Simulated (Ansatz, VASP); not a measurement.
# SnO: VASP beside Ansatz

```
Sn O
1.0
     3.31373    0.00000    0.00000
     0.00000    5.70661    0.00000
     0.00000    0.00000    3.89841
Sn O
2 2
Direct
  0.00000 0.23366 0.52622
  0.50000 0.76634 0.02622
  0.00000 0.88535 0.72378
  0.50000 0.11465 0.22378
```

Alike in both runs: functional PBEsol; k mesh 6 × 4 × 6; no spin polarisation.

Ansatz relaxed the structure, and its values are those at the end. VASP's run is a single point on that final structure, the one shown.

|  | VASP | Ansatz |
| --- | --- | --- |
| version | VASP 6.6.1 | Ansatz 0.2.0 |
| potentials or method | VASP PAW PBE potentials, release 64 (Sn_d, O) | plane waves, PAW |
| plane-wave cutoff (eV) | 520 | 420 |
| occupations | gaussian, width 0.01 eV | fixed |
| valence electrons in the cell | 40 | 40 |

Ansatz gave:

* pressure (GPa): 0.0
* rms of the force components (eV/Å): 0.001

**Question.** Estimate VASP's values.

**Answer.** Pressure (GPa): 0.2; rms of the force components (eV/Å): 0.036.

VASP's potentials were made for PBE, not for PBEsol.
